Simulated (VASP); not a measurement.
Write the native input for VASP 6.6.1 that does the following.

```yaml
Task: single point
Functional: PBE
Potentials_or_basis: VASP PAW PBE potentials, release 64 (Ag)
Cutoff: 520 eV
k_mesh: 18 × 18 × 18
Occupations: gaussian, width 0.1 eV
Spin: no spin polarisation
Dipole_correction: no
Further_INCAR_settings: ALGO = Normal; EDIFF = 1e-07; NBANDS = 12
```

The structure of Ag lies in POSCAR:

```
Ag
1.0
    0.0000000000      2.0094160745      2.0094160745
    2.0094160745      0.0000000000      2.0094160745
    2.0094160745      2.0094160745      0.0000000000
Ag
1
Direct
    0.0000000000      0.0000000000      0.0000000000
```

The input as run:

INCAR

```
ALGO     = Normal         # electronic algorithm
EDIFF    = 1E-7           # SCF threshold, eV
ENCUT    = 520            # plane-wave cutoff, eV
GGA      = PE             # functional
ISIF     = 2              # what is computed and relaxed
ISMEAR   = 0              # smearing method
LASPH    = T              # aspherical terms in the spheres
LCHARG   = F              # write CHGCAR
LREAL    = F              # projectors in reciprocal space
LWAVE    = F              # write WAVECAR
NBANDS   = 12             # bands
NELM     = 100            # most SCF steps
PREC     = Accurate       # precision mode
SIGMA    = 0.1            # smearing width, eV
```

KPOINTS

```
k-points
0
Gamma
  18 18 18
```

Potentials or basis: VASP PAW PBE potentials, release 64 (Ag).

Run with:

```console
$ cat potpaw_PBE.64/Ag/POTCAR > POTCAR
$ mpirun -np 1 vasp_std > vasp.out
```

Results of the run:

- Pressure: 11.2 GPa
- Band gap on the k mesh: zero (an odd number of electrons rules out a gap without spin polarisation)

Caveat: the cell stands under pressure.

Wall time 50 s on 1 thread of Intel Xeon 8259CL, with other jobs on the host, peak memory 0.17 GiB.
